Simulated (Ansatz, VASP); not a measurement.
**Au: VASP beside Ansatz**

```
CELL_PARAMETERS angstrom
-1.65727 1.65727 1.65727
1.65727 -1.65727 1.65727
1.65727 1.65727 -1.65727
ATOMIC_POSITIONS crystal
Au 0.00000 0.00000 0.00000
```

Alike in both runs: task relaxation of cell and atoms; functional revPBE; k mesh 11 × 11 × 11; occupations fermi-dirac, width 0.05 eV; no spin polarisation.

|  | VASP | Ansatz |
| --- | --- | --- |
| version | VASP 6.6.1 | Ansatz 0.2.0 |
| potentials or method | VASP PAW PBE potentials, release 64 (Au) | Ansatz PAW |
| plane-wave cutoff (eV) | 600 | 420 |
| valence electrons in the cell | 11 | 19 |

Ansatz gave:

```
gap on the k mesh at the Fermi level, each at its own relaxed structure (eV) : none
relaxed volume (Å³/atom)                                                     : 18.47
relaxed cell length with the largest relative difference (Å)                 : 2.884
```

Problem. Which values does VASP return?

Solution. gap on the k mesh at the Fermi level, each at its own relaxed structure (eV): none; relaxed volume (Å³/atom): 18.45; relaxed cell length with the largest relative difference (Å): 2.883.

VASP's potentials were made for PBE, not for revPBE. A gap of «none» marks a metal or a gap that the smearing closes. VASP's potentials hold 11 valence electrons a cell and Ansatz's 19, so a difference there can come from the potentials and not from the codes.

Neither program's run includes spin-orbit coupling. Noted on Ansatz's run: the plane-wave basis is chosen anew once the cell has moved, so the energies of steps on either side of that aren't comparable.
